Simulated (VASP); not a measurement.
A run of VASP 6.6.1 is set up as follows.

File INCAR:

```
SYSTEM = Nb
PREC = Accurate
ENCUT = 520
EDIFF = 1E-8
ISMEAR = -1
SIGMA = 0.03
LREAL = .FALSE.
LASPH = .TRUE.
NELM = 60
ALGO = Normal
ISIF = 2
LWAVE = .FALSE.
LCHARG = .FALSE.
GGA = CA
LEFG = .TRUE.
NBANDS = 12
```

The input KPOINTS:

```
Automatic mesh
0
G
  13 13 13
  0 0 0
```

File POSCAR:

```
Nb
1.0
    0.0000000000      2.1428321391      2.1428321391
    2.1428321391      0.0000000000      2.1428321391
    2.1428321391      2.1428321391      0.0000000000
Nb
1
Direct
    0.0000000000      0.0000000000      0.0000000000
```

Potentials or basis: VASP PAW LDA potentials, release 64 (Nb_sv).

Command:

```sh
$ cat potpaw_LDA.64/Nb_sv/POTCAR > POTCAR
$ mpirun -np 1 vasp_std > vasp.out
```

Question: Estimate the pressure.

Answer: -15.7 GPa.

Caveat: without QUAD_EFG the Cq values of the log hold for a quadrupole moment of 1 mb, not for the nuclei.
